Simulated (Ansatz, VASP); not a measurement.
Tl: VASP beside Ansatz

INCAR

```
SYSTEM = Tl
ALGO = Normal ; EDIFF = 1E-6
ENCUT = 520 ; GGA = PE
ISIF = 2 ; ISMEAR = -1
LASPH = .TRUE. ; LCHARG = .TRUE.
LELF = .TRUE. ; LREAL = .FALSE.
LVHAR = .TRUE. ; LWAVE = .FALSE.
NBANDS = 20 ; NELM = 80
PREC = Accurate ; SIGMA = 0.05
```

KPOINTS

```
k-points
0
G
  10 10 10
  0 0 0
```

File POSCAR:

```
Tl
1.0
    0.0000000000      2.6231382014      2.6231382014
    2.6231382014      0.0000000000      2.6231382014
    2.6231382014      2.6231382014      0.0000000000
Tl
2
Direct
   -0.1250000000     -0.1250000000     -0.1250000000
    0.1250000000      0.1250000000      0.1250000000
```

Input for Ansatz:

```yaml
crystal:
  lattice:
    - [0.0, 2.6231382014, 2.6231382014]
    - [2.6231382014, 0.0, 2.6231382014]
    - [2.6231382014, 2.6231382014, 0.0]
  atoms:
    - { symbol: Tl, position: [-0.125, -0.125, -0.125] }
    - { symbol: Tl, position: [0.125, 0.125, 0.125] }
kpoints:
  mp_grid: { grid: [10, 10, 10] }
scf:
  occupations: { method: fermi_dirac, width: 0.05 }
hamiltonian:
  xc: pbe
  pseudopotentials: { kind: all_electron, datasets: crystal }
output:
  forces: true
  stress: true
  eigenvalues: true
```

Change from the starting cell: volume scaled by 0.4, crystal datasets.

Alike in both runs: task single point; functional PBE; k mesh 10 × 10 × 10; occupations fermi-dirac, width 0.05 eV; no spin polarisation.

|  | VASP | Ansatz |
| --- | --- | --- |
| version | VASP 6.6.1 | Ansatz 0.2.0 |
| potentials or method | VASP PAW PBE potentials, release 64 (Tl_d), cutoff 520 eV | all-electron PAW with datasets made for the crystal, scalar-relativistic |

|  | VASP | Ansatz | Ansatz less VASP |
| --- | --- | --- | --- |
| pressure (GPa) | 158.5 | 157.9 | -0.61 |

Both programs put the cell under a high pressure, so it lies far from rest at this level. Ansatz ran all-electron here, and VASP with PAW potentials.

Neither program's run includes spin-orbit coupling. Noted on VASP's run: the cell as given lies far from equilibrium.
